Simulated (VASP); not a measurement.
Wanted: the native input for a VASP 6.6.1 run.

- Task: single point
- Functional: PBE
- Potentials or basis: VASP PAW PBE potentials, release 64 (Pb_d, S)
- Cutoff: 520 eV
- k mesh: 6 × 6 × 6
- Occupations: gaussian, width 0.01 eV
- Spin: no spin polarisation
- Dipole correction: no
- Further INCAR settings: ALGO = Normal; EDIFF = 1e-06; NBANDS = 17

The structure of PbS lies in POSCAR:

```
PbS
1.0
    0.0000000000      2.9872326762      2.9872326762
    2.9872326762      0.0000000000      2.9872326762
    2.9872326762      2.9872326762      0.0000000000
Pb S
1 1
Direct
    0.0000000000      0.0000000000      0.0000000000
    0.5000000000      0.5000000000      0.5000000000
```

The input as run:

INCAR

```
SYSTEM = PbS
ALGO = Normal
EDIFF = 1E-6
ENCUT = 520
GGA = PE
ISIF = 2
ISMEAR = 0
LASPH = .True.
LCHARG = .True.
LELF = .True.
LREAL = .False.
LVHAR = .True.
LWAVE = .False.
NBANDS = 17
NELM = 80
PREC = Accurate
SIGMA = 0.01
```

KPOINTS

```
k-points
0
Gamma
  6 6 6
  0 0 0
```

Potentials or basis: VASP PAW PBE potentials, release 64 (Pb_d, S).

The run is started by

```sh
$ cat potpaw_PBE.64/Pb_d/POTCAR potpaw_PBE.64/S/POTCAR > POTCAR
$ mpirun -np 1 vasp_std > vasp.out
```

Results of the run:

```
Pressure               : 0.8 GPa
Band gap on the k mesh : 0.44 eV, direct
```

Caveat: spin-orbit coupling is left out, which moves the levels of the heavy elements.

Wall time 7.6 s on 1 thread of Intel(R) Xeon(R) Platinum 8488C (Sapphire Rapids), on a shared host, peak memory 0.17 GiB.
